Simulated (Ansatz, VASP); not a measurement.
One calculation of ZrO2, two programs

File INCAR:

```
SYSTEM = ZrO2
ALGO = Normal
EDIFF = 1E-6
ENCUT = 600
GGA = PE
GGA_COMPAT = .False.
ISIF = 2
ISMEAR = 0
LASPH = .True.
LCHARG = .False.
LREAL = .False.
LWAVE = .False.
NBANDS = 19
NELM = 120
PREC = Accurate
SIGMA = 0.05
```

KPOINTS

```
k-points
0
Gamma
  12 12 12
  0 0 0
```

The input POSCAR:

```
ZrO2
1.0
    0.0000000000      2.5579054397      2.5579054397
    2.5579054397      0.0000000000      2.5579054397
    2.5579054397      2.5579054397      0.0000000000
Zr O
1 2
Direct
    0.0000000000      0.0000000000      0.0000000000
    0.2500000000      0.2500000000      0.2500000000
    0.7500000000      0.7500000000      0.7500000000
```

Input for Ansatz:

```yaml
crystal:
  lattice:
    - [0.0, 2.5579054397, 2.5579054397]
    - [2.5579054397, 0.0, 2.5579054397]
    - [2.5579054397, 2.5579054397, 0.0]
  atoms:
    - { symbol: Zr, position: [0.0, 0.0, 0.0] }
    - { symbol: O, position: [0.25, 0.25, 0.25] }
    - { symbol: O, position: [0.75, 0.75, 0.75] }
basis:
  ecutwfc: 420
  ecutrho_ratio: 4
kpoints:
  mp_grid: { grid: [12, 12, 12] }
hamiltonian:
  xc: pbe
scf:
  occupations: { method: gaussian, width: 0.05 }
output:
  forces: true
  stress: true
  eigenvalues: true
```

Alike in both runs: task single point; functional PBE; k mesh 12 × 12 × 12; occupations gaussian, width 0.05 eV; no spin polarisation.

```csv
,VASP,Ansatz
version,VASP 6.6.1,Ansatz 0.2.0
potentials or method,"VASP PAW PBE potentials, release 64 (Zr_sv, O), cutoff 600 eV","scalar-relativistic, plane waves, PAW"
valence electrons in the cell,24,24
```

|  | VASP | Ansatz | Ansatz less VASP |
| --- | --- | --- | --- |
| gap on the k mesh at the Fermi level (eV) | 3.31 | 3.32 | +0.005 |
| least direct gap on the mesh (eV) | 3.74 | 3.75 | +0.004 |
| pressure (GPa) | 0.1 | 0.0 | -0.07 |
